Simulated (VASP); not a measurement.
# Sb (R-3m) in VASP: notebook, part 2 of 3

VASP 6.6.1. The steps go on from the part before.

### Step 3. Single point, PBE (34.41 Å³/atom)

This run uses another cell than the first one, of 34.41 Å³/atom.

INCAR reads:

```
  PREC = Accurate
  ENCUT = 520
  EDIFF = 1E-6
  ISMEAR = -1
  SIGMA = 0.1
  LREAL = F
  LASPH = T
  NELM = 100
  ALGO = Normal
  ISIF = 2
  LWAVE = F
  LCHARG = F
  GGA = PE
  NBANDS = 12
```

KPOINTS reads:

```
regular mesh
0
Gamma
  14 14 14
```

POSCAR reads:

```
Sb
1.0
    2.2447566690      1.2960108671      3.9430331538
   -2.2447566690      1.2960108671      3.9430331538
    0.0000000000     -2.5920217342      3.9430331538
Sb
2
Direct
    0.2326797760      0.2326797760      0.2326797760
    0.7673202240      0.7673202240      0.7673202240
```

Potentials or basis: VASP PAW PBE potentials, release 64 (Sb).

Launch:

```
cat potpaw_PBE.64/Sb/POTCAR > POTCAR
mpirun -np 1 vasp_std > vasp.out
```

OUTCAR:

```text
PREC = Accurate
   ENCUT = 520
   EDIFF = 1E-6
   ISMEAR = -1
   LREAL = F
   LASPH = T
   NELM = 100
   ISIF = 2
   GGA = PE

 ion  position               nearest neighbor table
   1  0.233  0.233  0.233-   2 3.03   2 3.03   2 3.03   2 3.52   2 3.52   2 3.52
   2  0.767  0.767  0.767-   1 3.03   1 3.03   1 3.03   1 3.52   1 3.52   1 3.52

  LATTYP: Found a trigonal (rhomboedric) cell.
 ALAT       =     4.7186954895
 COS(alpha) =     0.5473894919

  Lattice vectors:

[... 545 lines left out ...]

------------------------ aborting loop because EDIFF is reached ----------------------------------------

  FORCE on cell =-STRESS in cart. coord.  units (eV):
  Direction    XX          YY          ZZ          XY          YZ          ZX
  --------------------------------------------------------------------------------------
  -------------------------------------------------------------------------------------
  Total       -1.4922329     -1.4922329     -1.1592721      0.0000000      0.0000000      0.0000000
  in kB      -34.7366237    -34.7366237    -26.9858658      0.0000000      0.0000000      0.0000000
  external PRESSURE =     -32.1530377 kB  Pullay stress =       0.0000000 kB

 VOLUME and BASIS-vectors are now :
 -----------------------------------------------------------------------------
  energy-cutoff  :      520.00
  volume of cell :       68.83
      direct lattice vectors                 reciprocal lattice vectors
     2.244756669  1.296010867  3.943033154     0.222741292  0.128599745  0.084537289
    -2.244756669  1.296010867  3.943033154    -0.222741292  0.128599745  0.084537289
     0.000000000 -2.592021734  3.943033154     0.000000000 -0.257199489  0.084537289

 POSITION                                       TOTAL-FORCE (eV/Angst)
 -----------------------------------------------------------------------------------
      0.00000      0.00000      2.75239         0.000000      0.000000     -0.308227
      0.00000      0.00000      9.07671         0.000000     -0.000000      0.308227
 -----------------------------------------------------------------------------------
    total drift:                                0.000000      0.000000      0.000000

  FREE ENERGIE OF THE ION-ELECTRON SYSTEM (eV)
  ---------------------------------------------------
  free  energy   TOTEN  =        -8.2225843498 eV

  energy  without entropy=       -8.2125731006  energy(sigma->0) =       -8.21757873
```

Wall time 2.3 min (1 thread of AMD EPYC 7R13 (Zen 3), shared host); peak memory 0.32 GiB.

Results:

| Quantity | Value |
| --- | --- |
| Free energy | -8.2226 eV |
| Pressure | -3.2 GPa |
| Largest force | 0.308 eV/Å |
| Band gap on the k mesh | zero (bands 5 and 6 overlap by 0.17 eV) |

Forces on the atoms (eV/Å):
```
Sb   0.000  0.000 -0.308
Sb   0.000  0.000  0.308
```

Stress tensor (GPa, compression positive):
```
-3.47  0.00  0.00
 0.00 -3.47  0.00
 0.00  0.00 -2.70
```

Levels at points of the mesh, in eV from the Fermi level:
| k point | band 1 | band 2 | band 3 | band 4 | band 5 | band 6 | band 7 | band 8 | band 9 | band 10 |
| --- | --- | --- | --- | --- | --- | --- | --- | --- | --- | --- |
| (0.00, 0.00, 0.00) | -11.74 | -5.37 | -1.71 | -1.50 | -1.50 | 1.96 | 2.50 | 2.50 | 5.29 | 5.29 |
| (0.50, 0.00, 0.00) | -9.74 | -9.04 | -1.66 | -1.59 | -0.24 | -0.18 | 0.34 | 0.73 | 7.39 | 7.89 |
| (0.50, 0.50, 0.00) | -9.80 | -7.84 | -4.63 | -3.13 | -3.07 | 1.90 | 4.32 | 5.04 | 5.89 | 8.45 |
| (0.50, 0.50, 0.50) | -10.51 | -8.38 | -1.09 | -1.09 | -0.59 | 0.37 | 0.37 | 0.98 | 6.76 | 8.45 |

Caveat: the cell stands under tension; spin-orbit coupling is left out, which moves the levels of the heavy elements.

### Step 4. Single point, PBE (35.69 Å³/atom)

This run uses another cell than the first one, of 35.69 Å³/atom.

INCAR reads:

```
SYSTEM = Sb
PREC = Accurate
ENCUT = 520
EDIFF = 1E-7
ISMEAR = -1
SIGMA = 0.1
LREAL = .False.
LASPH = .True.
NELM = 100
ALGO = Normal
ISIF = 2
LWAVE = .False.
LCHARG = .False.
GGA = PE
NBANDS = 12
```

KPOINTS reads:

```
Automatic mesh
0
Gamma
  14 14 14
  0 0 0
```

POSCAR reads:

```
Sb
1.0
    2.2721344486      1.3118174355      3.9911236635
   -2.2721344486      1.3118174355      3.9911236635
    0.0000000000     -2.6236348710      3.9911236635
Sb
2
Direct
    0.2326797760      0.2326797760      0.2326797760
    0.7673202240      0.7673202240      0.7673202240
```

Potentials or basis: VASP PAW PBE potentials, release 64 (Sb).

Launch:

```
cat potpaw_PBE.64/Sb/POTCAR > POTCAR
mpirun -np 1 vasp_std > vasp.out
```

OUTCAR:

```text
SYSTEM = Sb
   PREC = Accurate
   ENCUT = 520
   EDIFF = 1E-7
   ISMEAR = -1
   LREAL = .False.
   LASPH = .True.
   NELM = 100
   ISIF = 2
   GGA = PE

 ion  position               nearest neighbor table
   1  0.233  0.233  0.233-   2 3.06   2 3.06   2 3.06   2 3.56   2 3.56   2 3.56
   2  0.767  0.767  0.767-   1 3.06   1 3.06   1 3.06   1 3.56   1 3.56   1 3.56

  LATTYP: Found a trigonal (rhomboedric) cell.
 ALAT       =     4.7762462284
 COS(alpha) =     0.5473894919

  Lattice vectors:

 A1 = (   2.2721344486,   1.3118174355,   3.9911236635)
 A2 = (  -2.2721344486,   1.3118174355,   3.9911236635)
 A3 = (   0.0000000000,  -2.6236348710,   3.9911236635)

Analysis of symmetry for initial positions (statically):
=====================================================================
 Subroutine PRICEL returns:
 Original cell was already a primitive cell.

 Routine SETGRP: Setting up the symmetry group for a
 trigonal (rhombohedral) supercell.

 Subroutine GETGRP returns: Found 12 space group operations
 (whereof 12 operations were pure point group operations)
 out of a pool of 12 trial point group operations.

[... 173 lines left out ...]
      4       3.8522      2.00000
      5       3.8522      2.00000
      6       7.2225      0.00000
      7       7.7290      0.00000
      8       7.7290      0.00000
      9      10.6125      0.00000
     10      10.6125      0.00000
     11      10.6689      0.00000
     12      12.1133      0.00000
[... 331 lines left out ...]
 k-point    24 :       0.2857    0.1429    0.0000
  band No.  band energies     occupation
      1      -5.5607      2.00000
      2      -1.6409      2.00000
      3       2.9740      2.00000
      4       3.2250      2.00000
      5       4.4321      1.99959
      6       6.1924      0.00022
      7       7.5340      0.00000
      8       7.7418      0.00000
      9       9.5632      0.00000
     10      11.7752      0.00000
     11      12.1129      0.00000
     12      13.4227      0.00000

 [... further k-points ...]

------------------------ aborting loop because EDIFF is reached ----------------------------------------

  FORCE on cell =-STRESS in cart. coord.  units (eV):
  Direction    XX          YY          ZZ          XY          YZ          ZX
  --------------------------------------------------------------------------------------
  -------------------------------------------------------------------------------------
  Total       -2.1080952     -2.1080952     -1.6395461      0.0000000     -0.0000000      0.0000000
  in kB      -47.3202393    -47.3202393    -36.8027563      0.0000000     -0.0000000      0.0000000
  external PRESSURE =     -43.8144117 kB  Pullay stress =       0.0000000 kB

 VOLUME and BASIS-vectors are now :
 -----------------------------------------------------------------------------
  energy-cutoff  :      520.00
  volume of cell :       71.38
      direct lattice vectors                 reciprocal lattice vectors
     2.272134449  1.311817436  3.991123663     0.220057400  0.127050199  0.083518668
    -2.272134449  1.311817436  3.991123663    -0.220057400  0.127050199  0.083518668
     0.000000000 -2.623634871  3.991123663     0.000000000 -0.254100399  0.083518668

 POSITION                                       TOTAL-FORCE (eV/Angst)
 -----------------------------------------------------------------------------------
      0.00000      0.00000      2.78596         0.000000     -0.000000     -0.454776
      0.00000      0.00000      9.18741         0.000000      0.000000      0.454776
 -----------------------------------------------------------------------------------
    total drift:                                0.000000     -0.000000      0.000000

  FREE ENERGIE OF THE ION-ELECTRON SYSTEM (eV)
  ---------------------------------------------------
  free  energy   TOTEN  =        -8.1617774688 eV

  energy  without entropy=       -8.1514882552  energy(sigma->0) =       -8.15663286
```

stdout:

```text
POSCAR found type information on POSCAR Sb
 POSCAR found :  1 types and       2 ions
 scaLAPACK will be used
 LDA part: xc-table for (Slater+PW92), standard interpolation
 POSCAR, INCAR and KPOINTS ok, starting setup
 FFT: planning ... GRIDC
 FFT: planning ... GRID_SOFT
 FFT: planning ... GRID
 WAVECAR not read
 entering main loop
```

It took 2.6 min on 1 thread of AMD EPYC 7R13 (Zen 3), shared host; peak memory 0.32 GiB.

Results:

- Free energy: -8.1618 eV
- Pressure: -4.4 GPa
- Largest force: 0.455 eV/Å
- Band gap on the k mesh: zero (bands 5 and 6 overlap by 0.12 eV)

Forces on the atoms (eV/Å):
```
Sb   0.000  0.000 -0.455
Sb   0.000  0.000  0.455
```

Levels at points of the mesh, in eV from the Fermi level:
```csv
k point,band 1,band 2,band 3,band 4,band 5,band 6,band 7,band 8,band 9,band 10
"(0.00, 0.00, 0.00)",-11.49,-5.52,-1.62,-1.43,-1.43,1.94,2.45,2.45,5.33,5.33
"(0.50, 0.00, 0.00)",-9.59,-8.91,-1.57,-1.51,-0.24,-0.17,0.38,0.76,7.34,7.82
"(0.50, 0.50, 0.00)",-9.66,-7.80,-4.43,-2.97,-2.92,2.00,4.16,4.91,5.62,8.38
"(0.50, 0.50, 0.50)",-10.32,-8.26,-1.02,-1.02,-0.61,0.41,0.41,0.91,6.72,8.40
```

Caveat: the cell stands under tension; spin-orbit coupling is left out, which moves the levels of the heavy elements.

(Continued in part 3 of 3.)
